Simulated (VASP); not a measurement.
Here is a VASP 6.6.1 calculation.

INCAR

```
SYSTEM = SrO
ALGO = Normal
EDIFF = 1E-6
ENCUT = 520
GGA = PS
ISIF = 2
ISMEAR = -1
LASPH = .TRUE.
LCHARG = .TRUE.
LELF = .TRUE.
LREAL = .FALSE.
LVHAR = .TRUE.
LWAVE = .FALSE.
NBANDS = 15
NELM = 100
PREC = Accurate
SIGMA = 0.03
```

File KPOINTS:

```
k-points
0
G
  8 8 8
  0 0 0
```

POSCAR

```
SrO
1.0
    0.0000000000      2.5184040000      2.5698000000
    2.5184040000      0.0000000000      2.5698000000
    2.5184040000      2.5184040000      0.0000000000
Sr O
1 1
Direct
    0.0000000000      0.0000000000      0.0000000000
    0.5000000000      0.5000000000      0.5000000000
```

Potentials or basis: VASP PAW PBE potentials, release 64 (Sr_sv, O).

The run is started by

```console
$ cat potpaw_PBE.64/Sr_sv/POTCAR potpaw_PBE.64/O/POTCAR > POTCAR
$ mpirun -np 1 vasp_std > vasp.out
```

Q: Predict the band gap on the k mesh.

A: 3.07 eV, indirect (least direct gap 3.12 eV).

Q: Estimate the pressure.

A: 3.9 GPa.

Stress tensor (GPa, compression positive):
```
4.99 0.00 0.00
0.00 4.99 0.00
0.00 0.00 1.68
```

Caveat: the cell differs from its parent crystal (equal xx and yy strain of -2 %); the PAW data sets were made with another functional, which shifts forces and pressure a little. A k mesh can miss the band edges.
